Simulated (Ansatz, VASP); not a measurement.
Be2C: VASP beside Ansatz

INCAR

```
SYSTEM = Be2C
ALGO = Normal ; EDIFF = 1E-6
ENCUT = 600 ; GGA = PE
GGA_COMPAT = .FALSE. ; ISIF = 2
ISMEAR = -1 ; LASPH = .TRUE.
LCHARG = .TRUE. ; LELF = .TRUE.
LREAL = .FALSE. ; LVHAR = .TRUE.
LWAVE = .FALSE. ; NBANDS = 11
NELM = 120 ; PREC = Accurate
SIGMA = 0.02
```

File KPOINTS:

```
k-points
0
G
  10 10 10
  0 0 0
```

File POSCAR:

```
Be2C
1.0
    0.0000000000      2.1604856287      2.1604856287
    2.1604856287      0.0000000000      2.1604856287
    2.1604856287      2.1604856287      0.0000000000
C Be
1 2
Direct
    0.0000000000      0.0000000000      0.0000000000
    0.2500000000      0.2500000000      0.2500000000
    0.7500000000      0.7500000000      0.7500000000
```

Input for Ansatz:

```yaml
crystal:
  lattice:
    - [0.0, 2.1604856287, 2.1604856287]
    - [2.1604856287, 0.0, 2.1604856287]
    - [2.1604856287, 2.1604856287, 0.0]
  atoms:
    - { symbol: C, position: [0.0, 0.0, 0.0] }
    - { symbol: Be, position: [0.25, 0.25, 0.25] }
    - { symbol: Be, position: [0.75, 0.75, 0.75] }
kpoints:
  mp_grid: { grid: [10, 10, 10] }
  band_path:
    path:
      - [[0.0, 0.0, 0.0], [0.5, 0.0, 0.5], [0.625, 0.25, 0.625]]
      - [[0.375, 0.375, 0.75], [0.0, 0.0, 0.0], [0.5, 0.5, 0.5], [0.5, 0.25, 0.75], [0.5, 0.0, 0.5]]
    npoints: 10
hamiltonian:
  xc: pbe
scf:
  occupations: { method: fermi_dirac, width: 0.02 }
  n_extra_bands: 4
output:
  forces: true
  stress: true
  eigenvalues: true
```

Alike in both runs: task single point; functional PBE; k mesh 10 × 10 × 10; occupations fermi-dirac, width 0.02 eV; no spin polarisation.

```csv
,VASP,Ansatz
version,VASP 6.6.1,Ansatz 0.2.0
potentials or method,"VASP PAW PBE potentials, release 64 (C, Be)","plane waves, PAW"
plane-wave cutoff (eV),600,420
valence electrons in the cell,8,8
```

Ansatz gave:

| Item | Value |
| --- | --- |
| gap on the k mesh at the Fermi level (eV) | 1.17 |
| pressure (GPa) | 1.1 |

Q: Estimate VASP's values.

A: gap on the k mesh at the Fermi level (eV): 1.16; pressure (GPa): 1.3.
